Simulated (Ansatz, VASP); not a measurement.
# GaSb in VASP and in Ansatz

POSCAR

```
GaSb
1.0
    0.0000000000      3.0667582400      3.0667582400
    3.0667582400      0.0000000000      3.0667582400
    3.0667582400      3.0667582400      0.0000000000
Ga Sb
1 1
Direct
    0.0000000000      0.0000000000      0.0000000000
    0.2500000000      0.2500000000      0.2500000000
```

File INCAR.step1:

```
  ALGO = Normal
  EDIFF = 1E-4
  ENCUT = 520
  GGA = PE
  GGA_COMPAT = False
  ISMEAR = -1
  LASPH = True
  LCHARG = False
  LREAL = False
  LSORBIT = True
  LWAVE = True
  MAGMOM = 0 0 0 0 0 0
  NBANDS = 30
  NELM = 150
  PREC = Accurate
  SIGMA = 0.1
```

The input INCAR.step2:

```
  ALGO = Normal
  EDIFF = 1E-6
  ENCUT = 520
  GGA_COMPAT = False
  ISIF = 2
  ISMEAR = -1
  ISTART = 1
  LASPH = True
  LCHARG = False
  LMIXTAU = True
  LORBIT = 11
  LORBMOM = True
  LREAL = False
  LSORBIT = True
  LWAVE = False
  MAGMOM = 0 0 0 0 0 0
  METAGGA = R2SCAN
  NBANDS = 30
  NELM = 150
  PREC = Accurate
  SIGMA = 0.1
```

KPOINTS

```
k-points
0
Gamma
  8 8 8
```

Input for Ansatz:

```yaml
crystal:
  lattice:
    - [0.0, 3.06675824, 3.06675824]
    - [3.06675824, 0.0, 3.06675824]
    - [3.06675824, 3.06675824, 0.0]
  atoms:
    - { symbol: Ga, position: [0.0, 0.0, 0.0] }
    - { symbol: Sb, position: [0.25, 0.25, 0.25] }
  symmetry: { tolerance: 0.0003 }
hamiltonian:
  xc: r2scan
  pseudopotentials: { kind: paw_fr, azcp: { folder: soft_1 } }
basis:
  ecutwfc: 500
magnetization:
  noncollinear: true
  spin_orbit: true
scf:
  occupations: { method: fermi_dirac, width: 0.1 }
kpoints:
  mp_grid: { grid: [8, 8, 8], shift: [0, 0, 0] }
  band_path:
    path:
      - [0.0, 0.0, 0.0]
      - [-0.5, -0.5, 0.0]
      - [-0.375, -0.375, 0.25]
      - [-0.375, 0.0, 0.375]
      - [0.0, 0.0, 0.0]
      - [0.0, 0.0, 0.5]
      - [-0.5, -0.25, 0.25]
      - [-0.5, -0.5, 0.0]
    npoints: 10
output:
  forces: true
  stress: true
  eigenvalues: true
  bader: true
  populations: true
  elf: true
  write_potential: true
  write_density: true
  volumetric_format: npy
  dos:
    e_range: [-12, 8]
    de: 0.05
    projected: { site_lists: { Ga: [Ga], Sb: [Sb] } }
    method: { smearing: { sigma: 0.1, scheme: gaussian } }
```

Alike in both runs: task single point; functional r2SCAN; k mesh 8 × 8 × 8; occupations fermi-dirac, width 0.1 eV; non-collinear spin, spin-orbit coupling.

|  | VASP | Ansatz |
| --- | --- | --- |
| version | VASP 6.6.1 | Ansatz 0.2.0 |
| potentials or method | VASP PAW PBE potentials, release 64 (Ga_d, Sb), cutoff 520 eV | PAW plane waves |
| valence electrons in the cell | 18 | 28 |

VASP gave:

* pressure (GPa): 0.1

**Question.** Estimate Ansatz's values.

**Answer.** Pressure (GPa): 0.0.

VASP's potentials were made for PBE, not for r2SCAN. With one functional, cell and mesh, what is left measures potentials, basis and numerics. VASP's potentials hold 18 valence electrons a cell and Ansatz's 28, so a difference there can come from the potentials and not from the codes.
